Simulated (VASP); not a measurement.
Input of a VASP 6.6.1 run:

The input INCAR:

```
PREC = Accurate ; ENCUT = 520
EDIFF = 1E-6 ; ISMEAR = -1
SIGMA = 0.05 ; LREAL = F
LASPH = T ; NELM = 60
ALGO = Fast ; ISIF = 2
LWAVE = F ; LCHARG = F
GGA = PS ; NBANDS = 21
```

The input KPOINTS:

```
Automatic mesh
0
Gamma
  9 9 5
```

File POSCAR:

```
Pb
1.0
    3.0171756912     -1.7474971945     -0.5318697729
    3.0171756912      1.7474971945     -0.5318697729
   -3.1674345850      0.0000000000      6.2575596677
Pb
2
Direct
    1.0000035733      1.0000035733      0.7500211216
   -0.0000035733     -0.0000035733      0.2499788784
```

Potentials or basis: VASP PAW PBE potentials, release 64 (Pb_d).

The run is started by

```sh
$ cat potpaw_PBE.64/Pb_d/POTCAR > POTCAR
$ mpirun -np 1 vasp_std > vasp.out
```

Task: Estimate the pressure.

Result: -0.1 GPa.

Task: Estimate the band gap on the k mesh.

Result: Zero (band 14 reaches 12.72 eV, above the bottom of band 15 at 5.68 eV).

Caveat: the PAW data sets were made with another functional, which shifts forces and pressure a little; spin-orbit coupling is left out, which moves the levels of the heavy elements.
